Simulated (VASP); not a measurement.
# Cu (a cell with a defect) in VASP: single point with r2SCAN

Aim: the single point of Cu (a cell with a defect) with r2SCAN.

Program: VASP 6.6.1. These are calculated values, not measurements. Logs are shortened: lines on timing, memory, paths and dates and some standing lists are left out, and cuts for length are marked.

## 1. The cell of the first run

The cell holds a defect, 3 atoms: a = 3.824 Å, b = 3.853 Å, c = 3.808 Å, α = 89.90°, β = 90.19°, γ = 90.57°.

## 2. Single point, r2SCAN, collinear spin, ferromagnetic start

Input file POSCAR:

```
Cu
1.0
    3.8240920000     -0.0191630000     -0.0063290000
   -0.0191630000      3.8527190000      0.0033010000
   -0.0063290000      0.0033010000      3.8081150000
Cu
3
Direct
    0.4418580000      0.0369910000      0.9176040000
    0.9690140000      0.5494320000      0.9984450000
    0.0160600000      0.0694220000      0.5246940000
```

Input file INCAR.step1:

```
SYSTEM = Cu
PREC = Accurate ; ENCUT = 520
ISMEAR = -1 ; SIGMA = 0.1
LREAL = .False. ; LASPH = .True.
NELM = 150 ; ISPIN = 2
MAGMOM = 1 1 1 ; LMAXMIX = 4
NBANDS = 28 ; GGA = PE
ALGO = Normal ; EDIFF = 1E-4
LWAVE = .True. ; LCHARG = .False.
```

Input file INCAR.step2:

```
SYSTEM = Cu
PREC = Accurate ; ENCUT = 520
EDIFF = 1E-6 ; ISMEAR = -1
SIGMA = 0.1 ; LREAL = .False.
LASPH = .True. ; NELM = 150
ALGO = Normal ; ISIF = 2
LWAVE = .False. ; LCHARG = .False.
ISPIN = 2 ; MAGMOM = 1 1 1
LORBIT = 11 ; LMAXMIX = 4
METAGGA = R2SCAN ; LMIXTAU = .True.
NBANDS = 28 ; ISTART = 1
```

Input file KPOINTS:

```
Automatic mesh
0
Gamma
  5 5 5
  0.5 0.5 0.5
```

Potentials or basis: VASP PAW PBE potentials, release 64 (Cu).

The run is started by

```sh
cat potpaw_PBE.64/Cu/POTCAR > POTCAR
cp INCAR.step1 INCAR
mpirun -np 1 vasp_std > vasp.out
cp INCAR.step2 INCAR
mpirun -np 1 vasp_std > vasp.out
```

OUTCAR:

```text
SYSTEM = Cu
   PREC = Accurate
   ENCUT = 520
   EDIFF = 1E-6
   ISMEAR = -1
   LREAL = .False.
   LASPH = .True.
   NELM = 150
   ISIF = 2
   ISPIN = 2
   LORBIT = 11
   METAGGA = R2SCAN
   ISTART = 1

 ion  position               nearest neighbor table
   1  0.442  0.037  0.918-   3 2.21   2 2.61   3 2.66   2 2.71   2 2.79
   2  0.969  0.549  0.998-   3 2.59   1 2.61   3 2.70   1 2.71   3 2.73   1 2.79
   3  0.016  0.069  0.525-   1 2.21   2 2.59   1 2.66   2 2.70   2 2.73

  LATTYP: Found a triclinic cell.
 ALAT       =     3.8241452511
 B/A-ratio  =     1.4124106086
 C/A-ratio  =     0.9958098974
 COS(alpha) =     0.0011161539
 COS(beta)  =     0.0033213022
 COS(gamma) =     0.7008861899

  Lattice vectors:

 A1 = (  -3.8240920000,   0.0191630000,   0.0063290000)
 A2 = (  -3.8049290000,  -3.8335560000,   0.0030280000)
 A3 = (  -0.0063290000,   0.0033010000,   3.8081150000)

Analysis of symmetry for initial positions (statically):
=====================================================================
 Subroutine PRICEL returns:
 Original cell was already a primitive cell.

 Routine SETGRP: Setting up the symmetry group for a
 triclinic supercell.

 Subroutine GETGRP returns: Found  1 space group operations
 (whereof  1 operations were pure point group operations)
 out of a pool of  2 trial point group operations.

The static configuration has the point symmetry C_1 .

Analysis of symmetry for dynamics (positions and initial velocities):
=====================================================================
 Subroutine PRICEL returns:
 Original cell was already a primitive cell.

 Routine SETGRP: Setting up the symmetry group for a
 triclinic supercell.

 Subroutine GETGRP returns: Found  1 space group operations
 (whereof  1 operations were pure point group operations)
 out of a pool of  2 trial point group operations.

The dynamic configuration has the point symmetry C_1 .

Analysis of structural, dynamic, and magnetic symmetry:
=====================================================================
 Subroutine PRICEL returns:
 Original cell was already a primitive cell.

 Routine SETGRP: Setting up the symmetry group for a
 triclinic supercell.

 Subroutine GETGRP returns: Found  1 space group operations
 (whereof  1 operations were pure point group operations)
 out of a pool of  2 trial point group operations.

The overall configuration has the point symmetry C_1 .

 Subroutine INISYM returns: Found  1 space group operations
[... 123 lines left out ...]
   LORBIT       =     11    0 simple, 1 ext, 2 COOP (PROOUT), +10 PAW based schemes
   METAGGA = R2SCAN    functional components
   LHFCALC =     F    Hartree Fock is set to
   AEXX    =    0.0000 exact exchange contribution
   IVDW    =     0    specifies the selected vdW correction
   LEPSILON=     F    determine dielectric tensor
   LRPA    =     F    only Hartree local field effects (RPA)
 spin polarized calculation
  energy-cutoff  :      520.00
  volume of cell :       56.10
 maximum number of plane-waves:      1522
   NGX = 15   NGY = 15   NGZ = 15

 number of electron      32.9999990 magnetization       0.0000006

 number of electron      32.9999990 magnetization      -0.0000001

 Free energy of the ion-electron system (eV)
  ---------------------------------------------------
  ext. energy  EPLUGINS =         0.00000000
  ---------------------------------------------------
  free energy    TOTEN  =       -30.09247543 eV

  energy without entropy =      -30.06301228  energy(sigma->0) =      -30.07774386

 E-fermi :   2.9448     XC(G=0): -10.6826

 val. band max:        2.9445339561   @ k =  -0.1000  -0.1000   0.3000
 cond. band min:       2.9450877444   @ k =   0.3000  -0.1000   0.1000
 fundamental gap:      0.0005537883
 Fermi energy:         2.9447960572

 spin component 1

 k-point     1 :       0.1000    0.1000    0.1000
  band No.  band energies     occupation
      1      -3.5520      1.00000
      2      -0.5773      1.00000
      3      -0.3381      1.00000
      4      -0.2566      1.00000
      5      -0.0697      1.00000
      6       0.0390      1.00000
[... 733 lines left out ...]
     27      17.0703      0.00000
     28      18.8982      0.00000

 [... further k-points ...]

 spin component 2

 k-point     1 :       0.1000    0.1000    0.1000
  band No.  band energies     occupation
      1      -3.5520      1.00000
      2      -0.5773      1.00000
      3      -0.3381      1.00000
      4      -0.2566      1.00000
      5      -0.0697      1.00000
      6       0.0390      1.00000
[... 733 lines left out ...]
     27      17.0703      0.00000
     28      18.8982      0.00000

 [... further k-points ...]

------------------------ aborting loop because EDIFF is reached ----------------------------------------

  FORCE on cell =-STRESS in cart. coord.  units (eV):
  Direction    XX          YY          ZZ          XY          YZ          ZX
  --------------------------------------------------------------------------------------
  -------------------------------------------------------------------------------------
  Total       -4.0827056     -5.6764120     -4.4829234     -0.0390352     -0.0955356      1.7652083
  in kB     -116.5910617   -162.1030201   -128.0202050     -1.1147398     -2.7282394     50.4095886
  external PRESSURE =    -135.5714289 kB  Pullay stress =       0.0000000 kB

 VOLUME and BASIS-vectors are now :
 -----------------------------------------------------------------------------
  energy-cutoff  :      520.00
  volume of cell :       56.10
      direct lattice vectors                 reciprocal lattice vectors
     3.824092000 -0.019163000 -0.006329000     0.261507218  0.001300337  0.000433492
    -0.019163000  3.852719000  0.003301000     0.001300337  0.259563611 -0.000222837
    -0.006329000  0.003301000  3.808115000     0.000433492 -0.000222837  0.262598025

 POSITION                                       TOTAL-FORCE (eV/Angst)
 -----------------------------------------------------------------------------------
      1.68319      0.13708      3.49167         1.126764      0.048308      1.223911
      3.68875      2.10153      3.79787         0.041929      0.009269     -0.119378
      0.05676      0.26889      1.99822        -1.168693     -0.057577     -1.104533
 -----------------------------------------------------------------------------------
    total drift:                               -0.016700      0.019146     -0.004432

  FREE ENERGIE OF THE ION-ELECTRON SYSTEM (eV)
  ---------------------------------------------------
  free  energy   TOTEN  =       -30.0924754279 eV

  energy  without entropy=      -30.0630122830  energy(sigma->0) =      -30.07774386

 total charge

# of ion       s       p       d       tot
------------------------------------------
    1        0.429   0.226   9.229   9.883
    2        0.398   0.198   9.225   9.821
    3        0.432   0.229   9.227   9.889
--------------------------------------------------
tot          1.260   0.652  27.681  29.593

 magnetization (x)

# of ion       s       p       d       tot
------------------------------------------
    1        0.000   0.000   0.000   0.000
    2       -0.000  -0.000   0.000   0.000
    3       -0.000  -0.000   0.000   0.000
--------------------------------------------------
tot         -0.000  -0.000   0.000   0.000
```

It took 4.2 min on 1 thread of Intel Xeon 6975P-C (Granite Rapids), shared host; peak memory 0.27 GiB.

Results:

```yaml
Free_energy: -30.0925 eV
Pressure: -13.6 GPa
Largest_force: 1.664 eV/Å
Net_moment: 0.00 μB per cell
Valence_electrons_inside_the_program's_atomic_spheres: Cu 9.88, 9.82, 9.89
```

Forces in eV/Å, atoms in the order of the input:
```
Cu   1.127  0.048  1.224
Cu   0.042  0.009 -0.119
Cu  -1.169 -0.058 -1.105
```

Stress tensor (GPa, compression positive):
```
-11.66  -0.11   5.04
 -0.11 -16.21  -0.27
  5.04  -0.27 -12.80
```

Levels at points of the mesh, in eV from the Fermi level:
Spin up:
```
           k point  band 13  band 14  band 15  band 16  band 17  band 18  band 19  band 20  band 21  band 22
(0.50, 0.50, 0.50)    -1.51    -1.36    -1.24    -0.26     1.52     1.77     2.05     3.04     3.10     3.44
```
Spin down:
| k point | band 15 | band 16 | band 17 | band 18 | band 19 | band 20 |
| --- | --- | --- | --- | --- | --- | --- |
| (0.50, 0.50, 0.50) | -1.24 | -0.26 | 1.52 | 1.77 | 2.05 | 3.04 |

Caveat: the PAW data sets were made with another functional, which shifts forces and pressure a little.
